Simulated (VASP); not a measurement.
Input of a VASP 6.6.1 run:

The input INCAR:

```
SYSTEM = CdHg2Se3
ALGO = Normal ; EDIFF = 1E-6
ENCUT = 520 ; GGA = PE
ISIF = 2 ; ISMEAR = 0
LASPH = .TRUE. ; LCHARG = .TRUE.
LELF = .TRUE. ; LREAL = .FALSE.
LVHAR = .TRUE. ; LWAVE = .FALSE.
NBANDS = 36 ; NELM = 80
PREC = Accurate ; SIGMA = 0.02
```

File KPOINTS:

```
k-points
0
G
  8 8 4
  0 0 0
```

POSCAR

```
CdHg2Se3
1.0
    3.6503054938     -2.2022779502      0.0600256448
    3.6503054938      2.2022779502      0.0600256448
   -0.8159341885      0.0000000000      9.8494686505
Cd Hg Se
1 2 3
Direct
    0.3738942772      0.6261057228      0.0000000000
    0.9980805115      0.3161817657      0.6676663361
    0.6838182343      0.0019194885      0.3323336639
    0.4729924442      0.5270075558      0.5000000000
    0.9692755310      0.4980609983      0.1591505930
    0.5019390017      0.0307244690      0.8408494070
```

Potentials or basis: VASP PAW PBE potentials, release 64 (Cd, Hg, Se).

The run is started by

```sh
$ cat potpaw_PBE.64/Cd/POTCAR potpaw_PBE.64/Hg/POTCAR potpaw_PBE.64/Se/POTCAR > POTCAR
$ mpirun -np 1 vasp_std > vasp.out
```

Predict the pressure.

1.9 GPa.

Estimate the largest force.

0.078 eV/Å.

Stress tensor (GPa, compression positive):
```
1.87 0.00 0.10
0.00 1.97 0.00
0.10 0.00 2.00
```
